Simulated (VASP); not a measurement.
# HoNbSe3 (P6mm) in VASP: relaxation of cell and atoms with PBE

Aim: the relaxation of cell and atoms of HoNbSe3 with PBE.

Everything below comes from runs of VASP 6.6.1. Logs are shortened: lines on timing, memory, paths and dates and some standing lists are left out, and cuts for length are marked.

## 1. The cell of the first run

Symmetry: P6mm, No. 183, hexagonal system. Conventional cell: a = 4.719 Å, b = 4.719 Å, c = 7.752 Å, α = 90.00°, β = 90.00°, γ = 120.00°. Ho (site symmetry 6mm) has 7 Se at 2.62 to 3.30 Å and 1 Nb at 2.71 Å within 3.5 Å. Within 3.2 Å of Nb (site symmetry 6mm) lie 7 Se at 2.42 to 2.86 Å and 1 Ho at 2.71 Å. Se (site symmetry 3m) has 3 Se at 2.72 Å and 3 Nb at 2.86 Å and 3 Ho at 3.30 Å within 3.6 Å. Se (site symmetry 6mm) has 1 Nb at 2.42 Å and 1 Ho at 2.62 Å within 3.2 Å.

The cell was generated, and may not be a known phase.

## 2. Relaxation of cell and atoms, PBE

INCAR

```
ALGO = Normal
EDIFF = 1E-7
EDIFFG = -0.01
ENCUT = 500
GGA = PE
GGA_COMPAT = False
IBRION = 2
ISIF = 3
ISMEAR = 0
LASPH = True
LCHARG = False
LMAXMIX = 6
LREAL = False
LWAVE = False
NELM = 200
NELMIN = 4
NSW = 100
PREC = Accurate
SIGMA = 0.1
```

KPOINTS

```
k-points
0
Gamma
  12 12 6
```

POSCAR

```
HoNbSe3
1.0
    4.7193245941      0.0000000000      0.0000000000
   -2.3596622971      4.0870549872      0.0000000000
    0.0000000000      0.0000000000      7.7516893104
Ho Nb Se
1 1 3
Direct
    0.0000000000      0.0000000000      0.9312045831
    0.0000000000      0.0000000000      0.2808547764
    0.3333333333      0.6666666667      0.1702478133
    0.6666666667      0.3333333333      0.1702478133
    0.0000000000      0.0000000000      0.5932734539
```

Potentials or basis: VASP PAW PBE potentials, release 64 (Ho_3, Nb_sv, Se), 4f in core.

On the command line:

```
$ cat potpaw_PBE.64/Ho_3/POTCAR potpaw_PBE.64/Nb_sv/POTCAR potpaw_PBE.64/Se/POTCAR > POTCAR
$ mpirun -np 1 vasp_std > vasp.out
```

OUTCAR:

```text
EDIFF = 1E-7
   EDIFFG = -0.01
   ENCUT = 500
   GGA = PE
   IBRION = 2
   ISIF = 3
   ISMEAR = 0
   LASPH = True
   LREAL = False
   NELM = 200
   NELMIN = 4
   NSW = 100
   PREC = Accurate

 ion  position               nearest neighbor table
   1  0.000  0.000  0.931-   5 2.62   2 2.71   4 3.30   3 3.30   4 3.30   3 3.30   4 3.30   3 3.30

   2  0.000  0.000  0.281-   5 2.42   1 2.71   4 2.86   3 2.86   4 2.86   3 2.86   4 2.86   3 2.86

   3  0.333  0.667  0.170-   4 2.72   4 2.72   4 2.72   2 2.86   2 2.86   2 2.86   1 3.30   1 3.30
                             1 3.30
   4  0.667  0.333  0.170-   3 2.72   3 2.72   3 2.72   2 2.86   2 2.86   2 2.86   1 3.30   1 3.30
                             1 3.30
   5  0.000  0.000  0.593-   2 2.42   1 2.62

  LATTYP: Found a hexagonal cell.
 ALAT       =     4.7193245941
 C/A-ratio  =     1.6425420960

  Lattice vectors:

 A1 = (   4.7193245941,   0.0000000000,   0.0000000000)
 A2 = (  -2.3596622971,   4.0870549872,   0.0000000000)
 A3 = (   0.0000000000,   0.0000000000,   7.7516893104)

Analysis of symmetry for initial positions (statically):
=====================================================================
 Subroutine PRICEL returns:
 Original cell was already a primitive cell.

 Routine SETGRP: Setting up the symmetry group for a
 hexagonal supercell.

 Subroutine GETGRP returns: Found 12 space group operations
 (whereof 12 operations were pure point group operations)
 out of a pool of 24 trial point group operations.

The static configuration has the point symmetry C_6v.

Analysis of symmetry for dynamics (positions and initial velocities):
=====================================================================
 Subroutine PRICEL returns:
 Original cell was already a primitive cell.

 Routine SETGRP: Setting up the symmetry group for a
 hexagonal supercell.

 Subroutine GETGRP returns: Found 12 space group operations
 (whereof 12 operations were pure point group operations)
 out of a pool of 24 trial point group operations.

The dynamic configuration has the point symmetry C_6v.

 Subroutine INISYM returns: Found 12 space group operations
 (whereof 12 operations are pure point group operations),
 and found     1 'primitive' translations

----------------------------------------------------------------------------------------

                                     Primitive cell

  volume of cell :     149.5157

  direct lattice vectors                    reciprocal lattice vectors
     4.719324594  0.000000000  0.000000000     0.211894728  0.122337478  0.000000000
    -2.359662297  4.087054987  0.000000000     0.000000000  0.244674956  0.000000000
     0.000000000  0.000000000  7.751689310     0.000000000  0.000000000  0.129004138

  length of vectors
     4.719324594  4.719324594  7.751689310     0.244674956  0.244674956  0.129004138

  position of ions in fractional coordinates (direct lattice)
     0.000000000  0.000000000  0.931204583
     0.000000000  0.000000000  0.280854776
     0.333333333  0.666666667  0.170247813
     0.666666667  0.333333333  0.170247813
     0.000000000  0.000000000  0.593273454

  ion indices of the primitive-cell ions
   primitive index   ion index
                 1           1
                 2           2
                 3           3
                 4           4
                 5           5

----------------------------------------------------------------------------------------

 KPOINTS: k-points

Automatic generation of k-mesh.
 Grid dimensions read from file:
 generate k-points for:   12   12    6

 Generating k-lattice:

  Cartesian coordinates                     Fractional coordinates (reciprocal lattice)
     0.017657894  0.010194790  0.000000000     0.083333333 -0.000000000  0.000000000
     0.000000000  0.020389580  0.000000000     0.000000000  0.083333333  0.000000000
     0.000000000  0.000000000  0.021500690     0.000000000  0.000000000  0.166666667

  Length of vectors
     0.020389580  0.020389580  0.021500690

  Shift w.r.t. Gamma in fractional coordinates (k-lattice)
     0.000000000  0.000000000  0.000000000

 Subroutine IBZKPT returns following result:
 ===========================================

 Found     76 irreducible k-points:

 Following reciprocal coordinates:
            Coordinates               Weight
  0.000000  0.000000  0.000000      1.000000
  0.083333 -0.000000  0.000000      6.000000
  0.166667  0.000000  0.000000      6.000000
  0.250000  0.000000  0.000000      6.000000
  0.333333 -0.000000  0.000000      6.000000
  0.416667  0.000000  0.000000      6.000000
[... 16 lines left out ...]
  0.250000  0.000000  0.166667     12.000000
  0.333333 -0.000000  0.166667     12.000000
 [... further k-points ...]
   k-points           NKPTS =     76   k-points in BZ     NKDIM =     76   number of bands    NBANDS=     24
   number of dos      NEDOS =    301   number of ions     NIONS =      5
   total plane-waves  NPLWV =  77760
   dimension x,y,z NGX =    36 NGY =   36 NGZ =   60
   dimension x,y,z NGXF=    72 NGYF=   72 NGZF=  120
   ions per type =               1   1   3
   NGX,Y,Z   is equivalent  to a cutoff of  12.68, 12.68, 12.87 a.u.
   NGXF,Y,Z  is equivalent  to a cutoff of  25.36, 25.36, 25.74 a.u.
 SYSTEM =  unknown system
   PREC   = accura    normal or accurate (medium, high low for compatibility)
   ISTART =      0    job   : 0-new  1-cont  2-samecut
   ICHARG =      2    charge: 1-file 2-atom 10-const
   ISPIN  =      1    spin polarized calculation?
   LNONCOLLINEAR =      F non collinear calculations
   LSORBIT =      F    spin-orbit coupling
   LASPH  =      T    aspherical Exc in radial PAW
   ENCUT  =  500.0 eV  36.75 Ry    6.06 a.u.   8.60  8.60 14.13*2*pi/ulx,y,z
   NELM   =    200;   NELMIN=  4; NELMDL= -5     # of ELM steps
   EDIFF  = 0.1E-06   stopping-criterion for ELM
   LREAL  =      F    real-space projection
   EDIFFG = -.1E-01   stopping-criterion for IOM
   NSW    =    100    number of steps for IOM
   IBRION =      2    ionic relax: 0-MD 1-quasi-New 2-CG
   NFREE  =      1    steps in history (QN), initial steepest desc. (CG)
   ISIF   =      3    stress and relaxation
   ISYM   =      2    0-nonsym 1-usesym 2-fastsym
   POTIM  = 0.5000    time-step for ionic-motion
   TEBEG  =    0.0;   TEEND  =   0.0 temperature during run
   PSTRESS=    0.0 pullay stress
   NELECT =      40.0000    total number of electrons
   NUPDOWN=      -1.0000    fix difference up-down
   EMIN   =  10.00;   EMAX   =-10.00  energy-range for DOS
   EFERMI =   0.00;   METHOD = LEGACY
   ISMEAR =     0;   SIGMA  =   0.10  broadening in eV -4-tet -1-fermi 0-gaus
   EFERMI_NEDOS =   21; number of points for ismear=-14 and -15
   IALGO  =     38    algorithm
   IMIX   =      4    mixing-type and parameters
     AMIX     =   0.40;   BMIX     =  1.00
     AMIX_MAG =   1.60;   BMIX_MAG =  1.00
  volume/ion in A,a.u.               =      29.90       201.80
  Fermi-wavevector in a.u.,A,eV,Ry     =   1.054871  1.993417 15.139915  1.112752
  Thomas-Fermi vector in A             =   2.190047
   LORBIT       =      0    0 simple, 1 ext, 2 COOP (PROOUT), +10 PAW based schemes
   GGA     = PE    functional components
   LHFCALC =     F    Hartree Fock is set to
   AEXX    =    0.0000 exact exchange contribution
   IVDW    =     0    specifies the selected vdW correction
   LEPSILON=     F    determine dielectric tensor
   LRPA    =     F    only Hartree local field effects (RPA)
 conjugate gradient relaxation of ions
 non-spin polarized calculation
 Gauss-broadening in eV      SIGMA  =   0.10
  energy-cutoff  :      500.00
  volume of cell :      149.52
 maximum number of plane-waves:      3825
 NGX is ok and might be reduce to    36
   NGX = 17   NGY = 17   NGZ = 29

--------------------------------------- Ionic step        1  -------------------------------------------

 number of electron      39.9999998 magnetization

 Free energy of the ion-electron system (eV)
  ---------------------------------------------------
  ext. energy  EPLUGINS =         0.00000000
  ---------------------------------------------------
  free energy    TOTEN  =       -26.38887958 eV

  energy without entropy =      -26.37343363  energy(sigma->0) =      -26.38115661

------------------------ aborting loop because EDIFF is reached ----------------------------------------

  FORCE on cell =-STRESS in cart. coord.  units (eV):
  Direction    XX          YY          ZZ          XY          YZ          ZX
  --------------------------------------------------------------------------------------
  -------------------------------------------------------------------------------------
  Total       -0.2584011     -0.2584011      1.1703472      0.0000000      0.0000000     -0.0000000
  in kB       -2.7689704     -2.7689704     12.5411858      0.0000000      0.0000000     -0.0000000
  external PRESSURE =       2.3344150 kB  Pullay stress =       0.0000000 kB
[... 98 lines left out ...]
  FREE ENERGIE OF THE ION-ELECTRON SYSTEM (eV)
  ---------------------------------------------------
  free  energy   TOTEN  =       -26.3974446866 eV

  energy  without entropy=      -26.3812611975  energy(sigma->0) =      -26.38935294

[... ionic steps 4 to 7 ...]

--------------------------------------- Ionic step        8  -------------------------------------------

 number of electron      39.9999997 magnetization

------------------------ aborting loop because EDIFF is reached ----------------------------------------

  FORCE on cell =-STRESS in cart. coord.  units (eV):
  Direction    XX          YY          ZZ          XY          YZ          ZX
  --------------------------------------------------------------------------------------
  -------------------------------------------------------------------------------------
  Total        0.0232057      0.0232057     -0.0017126     -0.0000000      0.0000000     -0.0000000
  in kB        0.2489037      0.2489037     -0.0183696     -0.0000000      0.0000000     -0.0000000
  external PRESSURE =       0.1598126 kB  Pullay stress =       0.0000000 kB
[... 63 lines left out ...]
  energy  without entropy=      -26.3827907512  energy(sigma->0) =      -26.39093187

--------------------------------------- Ionic step       10  -------------------------------------------

 number of electron      39.9999997 magnetization

 Free energy of the ion-electron system (eV)
  ---------------------------------------------------
  ext. energy  EPLUGINS =         0.00000000
  ---------------------------------------------------
  free energy    TOTEN  =       -26.39910169 eV

  energy without entropy =      -26.38280630  energy(sigma->0) =      -26.39095400

 E-fermi :   3.7528     XC(G=0):  -8.7625

 val. band max:        3.7481525077   @ k =   0.5000   0.0000   0.3333
 cond. band min:       3.7657868062   @ k =   0.4167   0.1667   0.3333
 fundamental gap:      0.0176342985
 Fermi energy:         3.7527602395

 k-point     1 :       0.0000    0.0000    0.0000
  band No.  band energies     occupation
      1     -52.0182      2.00000
      2     -28.1519      2.00000
      3     -28.1519      2.00000
      4     -28.0966      2.00000
      5     -21.5505      2.00000
      6     -21.5505      2.00000
[... 637 lines left out ...]
     23       4.6635      0.00000
     24       5.2293      0.00000

 [... further k-points ...]

------------------------ aborting loop because EDIFF is reached ----------------------------------------

  FORCE on cell =-STRESS in cart. coord.  units (eV):
  Direction    XX          YY          ZZ          XY          YZ          ZX
  --------------------------------------------------------------------------------------
  -------------------------------------------------------------------------------------
  Total       -0.0001484     -0.0001484     -0.0232341      0.0000000     -0.0000000      0.0000000
  in kB       -0.0015909     -0.0015909     -0.2490512      0.0000000     -0.0000000      0.0000000
  external PRESSURE =      -0.0840777 kB  Pullay stress =       0.0000000 kB
[... 20 lines left out ...]
  FREE ENERGIE OF THE ION-ELECTRON SYSTEM (eV)
  ---------------------------------------------------
  free  energy   TOTEN  =       -26.3991016932 eV

  energy  without entropy=      -26.3828063020  energy(sigma->0) =      -26.39095400

 reached required accuracy - stopping structural energy minimisation
```

Wall time 52 min (1 thread of AMD EPYC 7R43 (Zen 3), shared host); peak memory 0.45 GiB.

Results:

```yaml
Free_energy: -26.3991 eV
Relaxed_volume: 29.89 Å³/atom
Relaxed_cell: a = 4.698 Å, b = 4.698 Å, c = 7.821 Å, α = 90.00°, β = 90.00°, γ = 120.00°
Space_group_after_relaxing_to_0.1_Å: P6mm (No. 183)
Energy_gained_by_relaxing: 2.0 meV/atom
Ionic_steps: 10
Pressure_after_relaxing: 0.0 GPa
Largest_force_after_relaxing: 0.005 eV/Å
Band_gap_on_the_k_mesh: zero (bands 20 and 21 overlap by 0.44 eV)
```

Forces in eV/Å, atoms in the order of the input:
```
Ho   0.000  0.000 -0.002
Nb   0.000  0.000  0.005
Se   0.000  0.000 -0.001
Se   0.000  0.000 -0.001
Se   0.000  0.000 -0.002
```

Step by step:
| step | energy change (eV) | largest force (eV/Å) | pressure (GPa) | volume (Å³) |
| --- | --- | --- | --- | --- |
| 1 | 0.0000 | 0.2637 | 0.23 | 149.52 |
| 2 | -0.0083 | 0.0888 | -0.40 | 150.45 |
| 3 | -0.0086 | 0.1125 | -0.31 | 150.31 |
| 4 | -0.0098 | 0.0824 | 0.07 | 149.27 |
| 5 | -0.0099 | 0.0392 | -0.02 | 149.50 |
| 6 | -0.0100 | 0.0178 | 0.01 | 149.37 |
| 7 | -0.0101 | 0.0197 | 0.02 | 149.34 |
| 8 | -0.0101 | 0.0194 | 0.02 | 149.37 |
| 9 | -0.0102 | 0.0185 | 0.00 | 149.44 |
| 10 | -0.0102 | 0.0049 | -0.01 | 149.47 |

Final structure:
```
CELL_PARAMETERS angstrom
4.69760 0.00000 0.00000
-2.34880 4.06824 0.00000
0.00000 0.00000 7.82104
ATOMIC_POSITIONS crystal
Ho 0.00000 0.00000 0.92869
Nb 0.00000 0.00000 0.28245
Se 0.33333 0.66667 0.17124
Se 0.66667 0.33333 0.17124
Se 0.00000 0.00000 0.59221
```

Caveat: spin-orbit coupling is left out, which moves the levels of the heavy elements; the 4f electrons are frozen in the core, so they carry no moment and show no levels; the run has no spin polarisation, though such a crystal can be magnetic.
